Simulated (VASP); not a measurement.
Wanted: the native input for a VASP 6.6.1 run.

* Task: single point
* Functional: PBEsol
* Potentials or basis: VASP PAW PBE potentials, release 64 (Y_sv)
* Cutoff: 520 eV
* k mesh: 1 × 1 × 12
* Occupations: gaussian, width 0.05 eV
* Spin: collinear spin
* Starting moments: [1.5, 1.5] μB
* Dipole correction: no
* Further INCAR settings: ALGO = Normal; EDIFF = 1e-07; NBANDS = 22

The structure of Y lies in POSCAR:

```
Y
1.0
   10.4000000000      0.0000000000      0.0000000000
    0.0000000000      9.3000000000      0.0000000000
    0.0000000000      0.0000000000      5.6383792426
Y
2
Direct
    0.4322310187      0.5000000000      0.0000000000
    0.5677689813      0.5000000000      0.5000000000
```

One way to write it, as run:

INCAR

```
ALGO     = Normal         # electronic algorithm
EDIFF    = 1E-7           # SCF threshold, eV
ENCUT    = 520            # plane-wave cutoff, eV
GGA      = PS             # functional
ISIF     = 2              # what is computed and relaxed
ISMEAR   = 0              # smearing method
ISPIN    = 2              # spin polarisation
LASPH    = T              # aspherical terms in the spheres
LCHARG   = F              # write CHGCAR
LMAXMIX  = 4              # l up to which the mixer works
LORBIT   = 11             # projections on sites
LREAL    = F              # projectors in reciprocal space
LWAVE    = F              # write WAVECAR
MAGMOM   = 1.5 1.5        # initial moments
NBANDS   = 22             # bands
NELM     = 150            # most SCF steps
PREC     = Accurate       # precision mode
SIGMA    = 0.05           # smearing width, eV
```

KPOINTS

```
k-points
0
Gamma
  1 1 12
```

Potentials or basis: VASP PAW PBE potentials, release 64 (Y_sv).

Launch:

```sh
$ cat potpaw_PBE.64/Y_sv/POTCAR > POTCAR
$ mpirun -np 1 vasp_std > vasp.out
```

Results of the run:

The largest force is 0.255 eV/Å and the net moment is 3.83 μB per cell. The site moments are Y +1.08 μB and the valence electrons inside the program's atomic spheres are Y 9.30.

Caveat: the PAW data sets were made with another functional, which shifts forces and pressure a little.

Run time: 11 min on 1 thread of AMD EPYC 7R13, on a shared host, peak memory 0.76 GiB.
